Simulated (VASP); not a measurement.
Input of a VASP 6.6.1 run:

The input INCAR:

```
SYSTEM = AlN
PREC = Accurate
ENCUT = 520
EDIFF = 1E-7
ISMEAR = 0
SIGMA = 0.05
LREAL = .False.
LASPH = .True.
NELM = 80
ALGO = Normal
ISIF = 2
LWAVE = .False.
LCHARG = .False.
GGA = PS
NBANDS = 26
```

Contents of KPOINTS:

```
regular mesh
0
Gamma
  8 8 8
  0 0 0
```

POSCAR

```
AlN
1.0
   -3.1135599857      0.0000000000      0.0000000000
    0.0000000000      5.3928440876      0.0000000000
    1.5567799928     -2.6964220438     -4.9833504711
Al N
4 4
Direct
    1.0105533314      0.3265624247      0.9984958893
    0.5105533314      0.8265624247      0.9984958893
    0.2379425578      0.9219334646      0.4984958893
    0.7379425578      0.4219334646      0.4984958893
    0.7981492571      0.1286024475      0.6164985473
    0.2981492571      0.6286024475      0.6164985473
    0.0683492902      0.7378960998      0.1164985473
    0.5683492902      0.2378960998      0.1164985473
```

Potentials or basis: VASP PAW PBE potentials, release 64 (Al, N).

Launch:

```console
$ cat potpaw_PBE.64/Al/POTCAR potpaw_PBE.64/N/POTCAR > POTCAR
$ mpirun -np 1 vasp_std > vasp.out
```

(1) Estimate the pressure.

(2) Estimate the band gap on the k mesh.

## Answers

(1) 1.4 GPa.

(2) 4.06 eV.

Caveat: the cell differs from its parent crystal (atoms displaced along several vibrational modes); the stress differs along the axes, from -6 to 9 GPa; the PAW data sets were made with another functional, which shifts forces and pressure a little.
